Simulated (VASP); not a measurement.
Al: relaxation of cell and atoms with PBE

The system is Al.

```
CELL_PARAMETERS angstrom
0.00000 2.02479 2.02479
2.02479 0.00000 2.02479
2.02479 2.02479 0.00000
ATOMIC_POSITIONS crystal
Al 0.00000 0.00000 0.00000
```

| Item | Value |
| --- | --- |
| Program | VASP 6.6.1 |
| Task | relaxation of cell and atoms |
| Functional | PBE |
| Potentials or basis | VASP PAW PBE potentials, release 64 (Al) |
| Cutoff | 600 eV |
| k mesh | 22 × 22 × 22 |
| Occupations | fermi-dirac, width 0.05 eV |
| Spin | no spin polarisation |
| Dipole correction | no |
| Further INCAR settings | ALGO = Normal; EDIFF = 1e-07; IBRION = 2; EDIFFG = -0.003; NSW = 100; ISIF = 3 |

```yaml
Relaxed_volume: 16.49 Å³/atom
Relaxed_cell: a = 2.857 Å, b = 2.857 Å, c = 2.857 Å, α = 60.00°, β = 60.00°, γ = 60.00°
Space_group_after_relaxing_to_0.1_Å: Fm-3m (No. 225)
Energy_gained_by_relaxing: 0.2 meV/atom
Ionic_steps: 3
Pressure_after_relaxing: 0.0 GPa
Band_gap_on_the_k_mesh: zero (an odd number of electrons rules out a gap without spin polarisation)
```

Step by step:
| step | energy change (eV) | largest force (eV/Å) | pressure (GPa) | volume (Å³) |
| --- | --- | --- | --- | --- |
| 1 | 0.0000 | 0.0000 | -0.51 | 16.60 |
| 2 | -0.0002 | 0.0000 | 0.08 | 16.48 |
| 3 | -0.0002 | 0.0000 | 0.00 | 16.49 |

Final structure:
```
Al
1.0
     0.00000    2.02029    2.02029
     2.02029    0.00000    2.02029
     2.02029    2.02029    0.00000
Al
1
Direct
  0.00000 0.00000 0.00000
```

Levels at points of the mesh, in eV from the Fermi level:
```csv
k point,band 1,band 2,band 3,band 4,band 5
"(0.00, 0.00, 0.00)",-11.11,12.65,12.65,12.65,14.15
"(0.50, 0.00, 0.00)",-4.57,-4.35,11.44,11.44,11.49
"(0.50, 0.50, 0.00)",-2.90,-1.57,5.29,5.63,5.63
```

Run time: 26 s on 1 thread of Intel Xeon 8259CL, with other jobs on the host, peak memory 0.16 GiB.
